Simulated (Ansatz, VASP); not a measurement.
**Zn in VASP and in Ansatz**

```
CELL_PARAMETERS angstrom
2.57489 0.00000 0.00000
0.00000 4.71123 0.00000
0.00000 0.00000 21.20320
ATOMIC_POSITIONS crystal
Zn 0.75000 0.75000 0.38884
Zn 0.25000 0.25000 0.38880
Zn 0.25000 0.75000 0.50002
Zn 0.75000 0.25000 0.49998
Zn 0.75000 0.75000 0.61120
Zn 0.25000 0.25000 0.61116
```

Alike in both runs: functional LDA; k mesh 14 × 8 × 1; occupations fermi-dirac, width 0.08 eV; no spin polarisation.

Ansatz relaxed the structure, and its values are those at the end. VASP's run is a single point on that final structure, the one shown.

|  | VASP | Ansatz |
| --- | --- | --- |
| version | VASP 6.6.1 | Ansatz 0.2.0 |
| potentials or method | VASP PAW LDA potentials, release 64 (Zn) | PAW with Ansatz's default frozen-core files, scalar-relativistic |
| plane-wave cutoff (eV) | 520 | 420 |
| valence electrons in the cell | 72 | 72 |

|  | VASP | Ansatz | Ansatz less VASP |
| --- | --- | --- | --- |
| rms of the force components (eV/Å) | 0.008 | 0.001 | -0.0073 |

LDA's correlation is that of Perdew and Zunger in VASP and of Perdew and Wang (1992) in Ansatz. Ansatz's warnings: stress scf threshold loose.
